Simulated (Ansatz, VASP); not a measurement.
One calculation of O, two programs

```
O
1.0
     3.95345    0.00000    0.00000
     2.82994    2.31625    0.00000
     1.12352   -0.42913    2.27615
O
2
Direct
  0.09129 0.09157 0.90805
  0.91139 0.91142 0.08800
```

Alike in both runs: functional PBEsol; k mesh 6 × 6 × 6; occupations fermi-dirac, width 0.05 eV; no spin polarisation.

Ansatz relaxed the structure, and its values are those at the end. VASP's run is a single point on that final structure, the one shown.

|  | VASP | Ansatz |
| --- | --- | --- |
| version | VASP 6.6.1 | Ansatz 0.2.0 |
| potentials or method | VASP PAW PBE potentials, release 64 (O), cutoff 600 eV | plane waves, PAW |
| valence electrons in the cell | 12 | 12 |

Ansatz gave:

* gap on the k mesh at the Fermi level (eV): none
* rms of the force components (eV/Å): 0.001

Problem. Estimate VASP's values.

Solution. gap on the k mesh at the Fermi level (eV): none; rms of the force components (eV/Å): 0.840.

VASP's potentials were made for PBE, not for PBEsol. A gap of «none» marks a metal or a gap that the smearing closes. One of these differences is far larger than is usual between the two programs; its cause wasn't traced.

The k mesh is coarse, so the values compare programs but aren't converged. Noted on VASP's run: the standard files for N, O and F lose accuracy on very short bonds; spin is off for a triplet molecule.
